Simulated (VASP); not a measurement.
A run of VASP 6.6.1 is set up as follows.

INCAR

```
PREC     = Accurate       # precision mode
ENCUT    = 520            # plane-wave cutoff, eV
EDIFF    = 1E-6           # SCF threshold, eV
ISMEAR   = 0              # smearing method
SIGMA    = 0.02           # smearing width, eV
LREAL    = F              # projectors in reciprocal space
LASPH    = T              # aspherical terms in the spheres
NELM     = 80             # most SCF steps
ALGO     = Normal         # electronic algorithm
ISIF     = 2              # what is computed and relaxed
LWAVE    = F              # write WAVECAR
LCHARG   = F              # write CHGCAR
GGA      = PE             # functional
IVDW     = 13             # dispersion correction
NBANDS   = 44             # bands
```

The input KPOINTS:

```
regular mesh
0
Gamma
  4 4 4
```

The input POSCAR:

```
CO2
1.0
    5.2851893541      0.0000000000      0.0000000000
    0.0000000000      5.2851893541      0.0000000000
    0.0000000000      0.0000000000      5.2851893541
C O
4 8
Direct
    0.0000000000      0.0000000000      0.0000000000
    0.5000000000      0.0000000000      0.5000000000
    0.5000000000      0.5000000000      0.0000000000
    0.0000000000      0.5000000000      0.5000000000
    0.1273917255      0.1273917255      0.1273917255
    0.3726082745      0.8726082745      0.6273917255
    0.6273917255      0.3726082745      0.8726082745
    0.8726082745      0.6273917255      0.3726082745
    0.8726082745      0.8726082745      0.8726082745
    0.6273917255      0.1273917255      0.3726082745
    0.3726082745      0.6273917255      0.1273917255
    0.1273917255      0.3726082745      0.6273917255
```

Potentials or basis: VASP PAW PBE potentials, release 64 (C, O).

The run is started by

```bash
$ cat potpaw_PBE.64/C/POTCAR potpaw_PBE.64/O/POTCAR > POTCAR
$ mpirun -np 1 vasp_std > vasp.out
```

Task: Estimate the pressure.

Result: 5.3 GPa.

Task: Predict the largest force.

Result: 0.640 eV/Å.

Task: Predict the band gap on the k mesh.

Result: 7.00 eV.

Forces in eV/Å, atoms in the order of the input:
```
C    0.000  0.000  0.000
C    0.000  0.000  0.000
C    0.000  0.000  0.000
C    0.000  0.000  0.000
O    0.369  0.369  0.369
O   -0.369 -0.369  0.369
O    0.369 -0.369 -0.369
O   -0.369  0.369 -0.369
O   -0.369 -0.369 -0.369
O    0.369  0.369 -0.369
O   -0.369  0.369  0.369
O    0.369 -0.369  0.369
```

Caveat: the cell stands under pressure. A k mesh can miss the band edges.
